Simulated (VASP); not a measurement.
Input of a VASP 6.6.1 run:

Contents of INCAR:

```
ALGO = Normal
EDIFF = 1E-6
ENCUT = 520
GGA = PE
ISIF = 2
ISMEAR = -1
LASPH = T
LCHARG = F
LREAL = F
LWAVE = F
NBANDS = 14
NELM = 80
PREC = Accurate
SIGMA = 0.1
```

The input KPOINTS:

```
k-points
0
Gamma
  7 7 9
```

POSCAR

```
Sb
1.0
    5.4563442636      0.0000000000      0.0000000000
   -2.7281721318      4.7253327441      0.0000000000
    0.0000000000      0.0000000000      3.2141903865
Sb
3
Direct
    0.0000000000      0.0000000000      0.0000000000
    0.3333333333      0.6666666667      0.5000000000
    0.6666666667      0.3333333333      0.5000000000
```

Potentials or basis: VASP PAW PBE potentials, release 64 (Sb).

Launch:

```sh
$ cat potpaw_PBE.64/Sb/POTCAR > POTCAR
$ mpirun -np 1 vasp_std > vasp.out
```

(1) What does it give for the pressure?

## Answers

(1) -0.1 GPa.
